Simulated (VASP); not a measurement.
Be3CdSe:

```
CELL_PARAMETERS angstrom
3.91260 0.00000 0.00000
0.00000 3.91260 0.00000
0.00000 0.00000 3.91260
ATOMIC_POSITIONS crystal
Be 0.00000 0.50000 0.50000
Be 0.50000 0.00000 0.50000
Be 0.50000 0.50000 0.00000
Cd 0.00000 0.00000 0.00000
Se 0.50000 0.50000 0.50000
```

* Program: VASP 6.6.1
* Task: relaxation of cell and atoms
* Functional: PBE
* Potentials or basis: VASP PAW PBE potentials, release 64 (Be, Cd, Se)
* Cutoff: 600 eV
* k mesh: 4 × 4 × 4
* Occupations: gaussian, width 0.1 eV
* Spin: no spin polarisation

At the start: pressure 39.5 GPa; volume 11.98 Å³/atom.

Q: Where does the relaxation end?

A: Over 3 steps the energy falls by 477.3 meV/atom and the volume is 17.14 Å³/atom (+43.1 %); space group Pm-3m (No. 221, to 0.05 Å).

The path:
```tsv
step	energy change (eV)	largest force (eV/Å)	pressure (GPa)	volume (Å³)
1	0.0000	0.0000	39.54	59.90
2	-2.3693	0.0000	-1.62	89.35
3	-2.3865	0.0000	0.16	85.72
```

Final structure:
```yaml
crystal:
  lattice:
    - [4.40918, 0.00000, 0.00000]
    - [0.00000, 4.40918, 0.00000]
    - [0.00000, 0.00000, 4.40918]
  atoms:
    - { symbol: Be, position: [0.00000, 0.50000, 0.50000] }
    - { symbol: Be, position: [0.50000, 0.00000, 0.50000] }
    - { symbol: Be, position: [0.50000, 0.50000, 0.00000] }
    - { symbol: Cd, position: [0.00000, 0.00000, 0.00000] }
    - { symbol: Se, position: [0.50000, 0.50000, 0.50000] }
```

Caveat: the k points lie up to 0.36 Å⁻¹ apart in the final cell; the volume moved by over 15 % at a fixed basis, so the end points are rough.
